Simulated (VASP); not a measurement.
# TiO (Pm-3m) in VASP: notebook, part 2 of 2

VASP 6.6.1. Earlier steps stand in the parts before.

## 3. Single point, r2SCAN, collinear spin (12.26 Å³/atom)

This run uses another cell than the first one, of 12.26 Å³/atom.

POSCAR

```
TiO
1.0
    4.1895646150      0.0000000000      0.0000000000
    0.0000000000      4.1895646150      0.0000000000
    0.0000000000      0.0000000000      4.1895646150
Ti O
3 3
Direct
    0.5000000000      0.5000000000      0.0000000000
    0.0000000000      0.5000000000      0.5000000000
    0.5000000000      0.0000000000      0.5000000000
    0.0000000000      0.5000000000      0.0000000000
    0.5000000000      0.0000000000      0.0000000000
    0.0000000000      0.0000000000      0.5000000000
```

INCAR.step1

```
SYSTEM = TiO
PREC     = Accurate       ! precision mode
ENCUT    = 520            ! plane-wave cutoff, eV
ISMEAR   = 0              ! smearing method
SIGMA    = 0.1            ! smearing width, eV
LREAL    = .False.        ! projectors in reciprocal space
LASPH    = .True.         ! aspherical terms in the spheres
NELM     = 150            ! most SCF steps
ISPIN    = 2              ! spin polarisation
MAGMOM   = 0.26 0.26 0.26 0 0 0 ! initial moments
LMAXMIX  = 4              ! l up to which the mixer works
NBANDS   = 40             ! bands
GGA      = PE             ! functional
ALGO     = Normal         ! electronic algorithm
EDIFF    = 1E-4           ! SCF threshold, eV
LWAVE    = .True.         ! write WAVECAR
LCHARG   = .False.        ! write CHGCAR
```

INCAR.step2

```
SYSTEM = TiO
PREC     = Accurate       ! precision mode
ENCUT    = 520            ! plane-wave cutoff, eV
EDIFF    = 1E-7           ! SCF threshold, eV
ISMEAR   = 0              ! smearing method
SIGMA    = 0.1            ! smearing width, eV
LREAL    = .False.        ! projectors in reciprocal space
LASPH    = .True.         ! aspherical terms in the spheres
NELM     = 150            ! most SCF steps
ALGO     = Normal         ! electronic algorithm
ISIF     = 2              ! what is computed and relaxed
LWAVE    = .False.        ! write WAVECAR
LCHARG   = .False.        ! write CHGCAR
ISPIN    = 2              ! spin polarisation
MAGMOM   = 0.26 0.26 0.26 0 0 0 ! initial moments
LORBIT   = 11             ! projections on sites
LMAXMIX  = 4              ! l up to which the mixer works
METAGGA  = R2SCAN         ! meta-GGA
LMIXTAU  = .True.       
NBANDS   = 40             ! bands
ISTART   = 1
```

KPOINTS

```
Automatic mesh
0
Gamma
  10 10 10
  0 0 0
```

Potentials or basis: VASP PAW PBE potentials, release 64 (Ti_sv, O).

Launch:

```sh
$ cat potpaw_PBE.64/Ti_sv/POTCAR potpaw_PBE.64/O/POTCAR > POTCAR
$ cp INCAR.step1 INCAR
$ mpirun -np 1 vasp_std > vasp.out
$ cp INCAR.step2 INCAR
$ mpirun -np 1 vasp_std > vasp.out
```

OUTCAR:

```text
SYSTEM = TiO
   PREC = Accurate
   ENCUT = 520
   EDIFF = 1E-7
   ISMEAR = 0
   LREAL = .False.
   LASPH = .True.
   NELM = 150
   ISIF = 2
   ISPIN = 2
   LORBIT = 11
   METAGGA = R2SCAN
   ISTART = 1

 ion  position               nearest neighbor table
   1  0.500  0.500  0.000-   4 2.09   5 2.09   5 2.09   4 2.09
   2  0.000  0.500  0.500-   4 2.09   6 2.09   4 2.09   6 2.09
   3  0.500  0.000  0.500-   5 2.09   6 2.09   5 2.09   6 2.09
   4  0.000  0.500  0.000-   1 2.09   2 2.09   2 2.09   1 2.09
   5  0.500  0.000  0.000-   1 2.09   3 2.09   3 2.09   1 2.09
   6  0.000  0.000  0.500-   2 2.09   3 2.09   2 2.09   3 2.09

  LATTYP: Found a simple cubic cell.
 ALAT       =     4.1895646150

  Lattice vectors:

 A1 = (   4.1895646150,   0.0000000000,   0.0000000000)
 A2 = (   0.0000000000,   4.1895646150,   0.0000000000)
 A3 = (   0.0000000000,   0.0000000000,   4.1895646150)

Analysis of symmetry for initial positions (statically):
=====================================================================
 Subroutine PRICEL returns:
 Original cell was already a primitive cell.

 Routine SETGRP: Setting up the symmetry group for a
 simple cubic supercell.

 Subroutine GETGRP returns: Found 48 space group operations
 (whereof 48 operations were pure point group operations)
 out of a pool of 48 trial point group operations.

The static configuration has the point symmetry O_h .

Analysis of symmetry for dynamics (positions and initial velocities):
=====================================================================
 Subroutine PRICEL returns:
 Original cell was already a primitive cell.

 Routine SETGRP: Setting up the symmetry group for a
 simple cubic supercell.

 Subroutine GETGRP returns: Found 48 space group operations
 (whereof 48 operations were pure point group operations)
 out of a pool of 48 trial point group operations.

The dynamic configuration has the point symmetry O_h .

Analysis of structural, dynamic, and magnetic symmetry:
=====================================================================
 Subroutine PRICEL returns:
 Original cell was already a primitive cell.

 Routine SETGRP: Setting up the symmetry group for a
 simple cubic supercell.

 Subroutine GETGRP returns: Found 48 space group operations
 (whereof 48 operations were pure point group operations)
 out of a pool of 48 trial point group operations.

The overall configuration has the point symmetry O_h .

 Subroutine INISYM returns: Found 48 space group operations
 (whereof 48 operations are pure point group operations),
 and found     1 'primitive' translations

----------------------------------------------------------------------------------------

                                     Primitive cell

  volume of cell :      73.5371

  direct lattice vectors                    reciprocal lattice vectors
     4.189564615  0.000000000  0.000000000     0.238688287  0.000000000  0.000000000
     0.000000000  4.189564615  0.000000000     0.000000000  0.238688287  0.000000000
     0.000000000  0.000000000  4.189564615     0.000000000  0.000000000  0.238688287

  length of vectors
     4.189564615  4.189564615  4.189564615     0.238688287  0.238688287  0.238688287

  position of ions in fractional coordinates (direct lattice)
     0.500000000  0.500000000  0.000000000
     0.000000000  0.500000000  0.500000000
     0.500000000  0.000000000  0.500000000
     0.000000000  0.500000000  0.000000000
     0.500000000  0.000000000  0.000000000
[... 93 lines left out ...]
   NELECT =      54.0000    total number of electrons
   NUPDOWN=      -1.0000    fix difference up-down
   EMIN   =  10.00;   EMAX   =-10.00  energy-range for DOS
   EFERMI =   0.00;   METHOD = LEGACY
   ISMEAR =     0;   SIGMA  =   0.10  broadening in eV -4-tet -1-fermi 0-gaus
   EFERMI_NEDOS =   21; number of points for ismear=-14 and -15
   IALGO  =     38    algorithm
   IMIX   =      4    mixing-type and parameters
     AMIX     =   0.40;   BMIX     =  1.00
     AMIX_MAG =   1.60;   BMIX_MAG =  1.00
  volume/ion in A,a.u.               =      12.26        82.71
  Fermi-wavevector in a.u.,A,eV,Ry     =   1.476966  2.791061 29.680141  2.181429
  Thomas-Fermi vector in A             =   2.591428
   LORBIT       =     11    0 simple, 1 ext, 2 COOP (PROOUT), +10 PAW based schemes
   METAGGA = R2SCAN    functional components
   LHFCALC =     F    Hartree Fock is set to
   AEXX    =    0.0000 exact exchange contribution
   IVDW    =     0    specifies the selected vdW correction
   LEPSILON=     F    determine dielectric tensor
   LRPA    =     F    only Hartree local field effects (RPA)
 spin polarized calculation
 Gauss-broadening in eV      SIGMA  =   0.10
  energy-cutoff  :      520.00
  volume of cell :       73.54
 maximum number of plane-waves:      2000
 NGX is ok and might be reduce to    32
   NGX = 15   NGY = 15   NGZ = 15

 number of electron      53.9999983 magnetization       0.0001444

 number of electron      53.9999983 magnetization      -0.0003145

 Free energy of the ion-electron system (eV)
  ---------------------------------------------------
  ext. energy  EPLUGINS =         0.00000000
  ---------------------------------------------------
  free energy    TOTEN  =       -72.44573027 eV

  energy without entropy =      -72.41606665  energy(sigma->0) =      -72.43089846

 E-fermi :   7.1936     XC(G=0): -12.1727

 val. band max:        7.1935168206   @ k =   0.4000   0.3000   0.2000
 cond. band min:       7.1936591481   @ k =   0.4000   0.3000   0.2000
 fundamental gap:      0.0001423275
 Fermi energy:         7.1936234355

 spin component 1

 k-point     1 :       0.0000    0.0000    0.0000
  band No.  band energies     occupation
      1     -52.6104      1.00000
      2     -52.5070      1.00000
      3     -52.5070      1.00000
      4     -27.9824      1.00000
      5     -27.9824      1.00000
      6     -27.9824      1.00000
[... 997 lines left out ...]
     38      10.5738      0.00000
     39      11.2221      0.00000

 [... further k-points ...]

 spin component 2

 k-point     1 :       0.0000    0.0000    0.0000
  band No.  band energies     occupation
      1     -52.6105      1.00000
      2     -52.5071      1.00000
      3     -52.5071      1.00000
      4     -27.9825      1.00000
      5     -27.9825      1.00000
      6     -27.9825      1.00000
[... 997 lines left out ...]
     38      10.5738      0.00000
     39      11.2220      0.00000

 [... further k-points ...]

 [bands above 39 left out]

------------------------ aborting loop because EDIFF is reached ----------------------------------------

  FORCE on cell =-STRESS in cart. coord.  units (eV):
  Direction    XX          YY          ZZ          XY          YZ          ZX
  --------------------------------------------------------------------------------------
  -------------------------------------------------------------------------------------
  Total       -7.6817818     -7.6817818     -7.6817818     -0.0000000      0.0000000      0.0000000
  in kB     -167.3654728   -167.3654728   -167.3654728     -0.0000000      0.0000000      0.0000000
  external PRESSURE =    -167.3654728 kB  Pullay stress =       0.0000000 kB

 VOLUME and BASIS-vectors are now :
 -----------------------------------------------------------------------------
  energy-cutoff  :      520.00
  volume of cell :       73.54
      direct lattice vectors                 reciprocal lattice vectors
     4.189564615  0.000000000  0.000000000     0.238688287  0.000000000  0.000000000
     0.000000000  4.189564615  0.000000000     0.000000000  0.238688287  0.000000000
     0.000000000  0.000000000  4.189564615     0.000000000  0.000000000  0.238688287

 POSITION                                       TOTAL-FORCE (eV/Angst)
 -----------------------------------------------------------------------------------
      2.09478      2.09478      0.00000         0.000000      0.000000      0.000000
      0.00000      2.09478      2.09478         0.000000      0.000000      0.000000
      2.09478      0.00000      2.09478         0.000000      0.000000      0.000000
      0.00000      2.09478      0.00000         0.000000      0.000000      0.000000
      2.09478      0.00000      0.00000         0.000000      0.000000      0.000000
      0.00000      0.00000      2.09478         0.000000      0.000000      0.000000
 -----------------------------------------------------------------------------------
    total drift:                                0.000000     -0.000000     -0.000000

  FREE ENERGIE OF THE ION-ELECTRON SYSTEM (eV)
  ---------------------------------------------------
  free  energy   TOTEN  =       -72.4457302727 eV

  energy  without entropy=      -72.4160666549  energy(sigma->0) =      -72.43089846

 total charge

# of ion       s       p       d       tot
------------------------------------------
    1        2.171   6.161   1.810  10.142
    2        2.171   6.161   1.810  10.142
    3        2.171   6.161   1.810  10.142
    4        1.563   3.481   0.000   5.044
    5        1.563   3.481   0.000   5.044
    6        1.563   3.481   0.000   5.044
--------------------------------------------------
tot         11.202  28.926   5.429  45.557

 magnetization (x)

# of ion       s       p       d       tot
------------------------------------------
    1       -0.000  -0.000  -0.000  -0.000
    2       -0.000  -0.000  -0.000  -0.000
    3       -0.000  -0.000  -0.000  -0.000
    4       -0.000  -0.000   0.000  -0.000
    5       -0.000  -0.000   0.000  -0.000
    6       -0.000  -0.000   0.000  -0.000
--------------------------------------------------
tot         -0.000  -0.000  -0.000  -0.000
```

It took 20 min on 1 thread of Oxide Virtual Turin-like, shared host; peak memory 0.34 GiB.

What came out:

```
Free energy                                           : -72.4457 eV
Pressure                                              : -16.7 GPa
Band gap on the k mesh                                : zero (filled and empty bands overlap)
Net moment                                            : 0.00 μB per cell
Valence electrons inside the program's atomic spheres : Ti 10.14; O 5.04
```

Levels at points of the mesh, in eV from the Fermi level:
Spin up:
```csv
k point,band 24,band 25,band 26,band 27,band 28,band 29,band 30,band 31
"(0.00, 0.00, 0.00)",-3.05,-3.05,-1.26,-1.26,-1.26,1.41,1.41,1.41
"(0.50, 0.00, 0.00)",-3.63,-2.72,-0.94,0.40,0.40,0.95,1.20,1.51
"(0.50, 0.50, 0.00)",-2.61,-1.52,-0.69,-0.03,-0.03,1.78,1.84,1.84
"(0.50, 0.50, 0.50)",-2.96,-0.62,-0.62,-0.62,0.12,2.43,2.43,2.43
```
Spin down:
```csv
k point,band 25,band 26,band 27,band 28,band 29,band 30
"(0.00, 0.00, 0.00)",-3.05,-1.26,-1.26,-1.26,1.41,1.41
"(0.50, 0.00, 0.00)",-2.72,-0.94,0.40,0.40,0.95,1.20
"(0.50, 0.50, 0.00)",-1.52,-0.69,-0.03,-0.03,1.78,1.84
"(0.50, 0.50, 0.50)",-0.62,-0.62,-0.62,0.12,2.43,2.43
```

Caveat: the cell stands under tension; the PAW data sets were made with another functional, which shifts forces and pressure a little; semilocal functionals often make such compounds metallic where correlation or magnetic order opens a gap, which also shifts bond lengths.
